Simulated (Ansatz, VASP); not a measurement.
# SnSe in VASP and in Ansatz

INCAR

```
SYSTEM = SnSe
ALGO = Normal
EDIFF = 1E-8
ENCUT = 520
ISIF = 2
ISMEAR = -1
LASPH = .True.
LCHARG = .False.
LEFG = .True.
LREAL = .False.
LWAVE = .False.
NBANDS = 17
NELM = 80
PREC = Accurate
SIGMA = 0.02
```

Contents of KPOINTS:

```
k-points
0
Gamma
  9 9 9
  0 0 0
```

POSCAR

```
SnSe
1.0
    0.0000000000      3.0702000000      3.0100000000
    3.0702000000      0.0000000000      3.0100000000
    3.0702000000      3.0702000000      0.0000000000
Sn Se
1 1
Direct
    0.0000000000      0.0000000000      0.0000000000
    0.5000000000      0.5000000000      0.5000000000
```

Input for Ansatz:

```yaml
crystal:
  lattice:
    - [0.0, 3.0702, 3.01]
    - [3.0702, 0.0, 3.01]
    - [3.0702, 3.0702, 0.0]
  atoms:
    - { symbol: Sn, position: [0.0, 0.0, 0.0] }
    - { symbol: Se, position: [0.5, 0.5, 0.5] }
kpoints:
  mp_grid: { grid: [9, 9, 9] }
scf:
  occupations: { method: fermi_dirac, width: 0.02 }
hamiltonian:
  xc: lda
  pseudopotentials: { kind: all_electron, datasets: crystal }
output:
  forces: true
  stress: true
  eigenvalues: true
  efg: { contact_densities: true }
```

Change from the starting cell: equal xx and yy strain of +2 %, crystal datasets.

Alike in both runs: task electric field gradients; functional LDA; k mesh 9 × 9 × 9; occupations fermi-dirac, width 0.02 eV; no spin polarisation.

|  | VASP | Ansatz |
| --- | --- | --- |
| version | VASP 6.6.1 | Ansatz 0.2.0 |
| potentials or method | VASP PAW LDA potentials, release 64 (Sn_d, Se), cutoff 520 eV | all-electron PAW with datasets made for the crystal, scalar-relativistic |

Ansatz gave:

```
pressure (GPa)                                                : -4.8
traceless stress, the component that is largest in VASP (GPa) : 1.25
size of Vzz on the site where it differs most (V/Å²)          : 29.0
```

Q: What did VASP give for the same quantities?

A: Pressure (GPa): -4.8; traceless stress, the component that is largest in VASP (GPa): 1.26; size of Vzz on the site where it differs most (V/Å²): 28.0.

LDA's correlation is that of Perdew and Zunger in VASP and of Perdew and Wang (1992) in Ansatz. Ansatz ran all-electron here, and VASP with PAW potentials.
